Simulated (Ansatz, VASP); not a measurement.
**One calculation of CsMgBiO3, two programs**

```
Cs Mg Bi O
1.0
     3.13956    1.81262    3.77482
    -3.13956    1.81262    3.77482
     0.00000   -3.62525    3.77482
Cs Mg Bi O
1 1 1 3
Direct
  0.89838 0.89838 0.89838
  0.30827 0.30827 0.30827
  0.56691 0.56691 0.56691
  0.49684 0.98255 0.49684
  0.49684 0.49684 0.98255
  0.98255 0.49684 0.49684
```

Alike in both runs: functional LDA; k mesh 4 × 4 × 4; occupations fermi-dirac, width 0.01 eV; no spin polarisation.

Ansatz relaxed the structure, and its values are those at the end. VASP's run is a single point on that final structure, the one shown.

|  | VASP | Ansatz |
| --- | --- | --- |
| version | VASP 6.6.1 | Ansatz 0.2.0 |
| potentials or method | VASP PAW LDA potentials, release 64 (Cs_sv, Mg_sv, Bi_d, O) | plane waves, PAW |
| plane-wave cutoff (eV) | 840 | 420 |
| valence electrons in the cell | 52 | 52 |

Ansatz gave:

- pressure (GPa): 0.0
- rms of the force components (eV/Å): 0.001

What did VASP give for the same quantities?

Pressure (GPa): 0.3; rms of the force components (eV/Å): 0.028.

LDA's correlation is that of Perdew and Zunger in VASP and of Perdew and Wang (1992) in Ansatz.

Spin-orbit coupling is off throughout.
